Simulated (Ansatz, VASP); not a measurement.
One calculation of Pd, two programs

INCAR

```
PREC = Accurate
ENCUT = 520
EDIFF = 1E-6
ISMEAR = -1
SIGMA = 0.1
LREAL = F
LASPH = T
NELM = 100
ALGO = Normal
ISIF = 2
LWAVE = F
LCHARG = F
GGA = RE
NBANDS = 28
```

Contents of KPOINTS:

```
Automatic mesh
0
Gamma
  15 15 4
```

POSCAR

```
Pd
1.0
    2.7257876300      0.0000000000      0.0000000000
   -1.3628938150      2.3606013329      0.0000000000
    0.0000000000      0.0000000000      8.9828464279
Pd
4
Direct
    1.0000000000      1.0000000000      0.0000000000
    1.0000000000      1.0000000000      0.5000000000
    0.3333333333      0.6666666667      0.2500000000
    0.6666666667      0.3333333333      0.7500000000
```

Input for Ansatz:

```yaml
crystal:
  lattice:
    - [2.72578763, 0.0, 0.0]
    - [-1.362893815, 2.3606013329, 0.0]
    - [0.0, 0.0, 8.9828464279]
  atoms:
    - { symbol: Pd, position: [1.0, 1.0, 0.0] }
    - { symbol: Pd, position: [1.0, 1.0, 0.5] }
    - { symbol: Pd, position: [0.3333333333, 0.6666666667, 0.25] }
    - { symbol: Pd, position: [0.6666666667, 0.3333333333, 0.75] }
hamiltonian:
  xc: revpbe
  pseudopotentials:
    kind: paw
    azcp:
      Pd: "pseudopotentials/Pd.paw.azcp"
basis:
  ecutwfc: 420
  fft_grid_basis: typed
kpoints:
  mp_grid: { grid: [15, 15, 4], shift: [0, 0, 0] }
magnetization:
  spin_polarized: false
scf:
  occupations: { method: fermi_dirac, width: 0.1 }
  lower_state_search: "off"
output:
  stress: true
  write_density: true
  write_potential: true
  elf: true
  volumetric_format: npy
```

Alike in both runs: task single point; functional revPBE; k mesh 15 × 15 × 4; occupations fermi-dirac, width 0.1 eV; no spin polarisation.

|  | VASP | Ansatz |
| --- | --- | --- |
| version | VASP 6.6.1 | Ansatz 0.2.0 |
| potentials or method | VASP PAW PBE potentials, release 64 (Pd), cutoff 520 eV | plane waves (420 eV) with PAW, scalar-relativistic |
| valence electrons in the cell | 40 | 72 |

```csv
,VASP,Ansatz,Ansatz less VASP
pressure (GPa),15.5,15.8,+0.34
"traceless stress, the component that is largest in VASP (GPa)",-0.23,-0.22,+0.013
```

VASP's potentials were made for PBE, not for revPBE. VASP's potentials hold 40 valence electrons a cell and Ansatz's 72, so a difference there can come from the potentials and not from the codes.
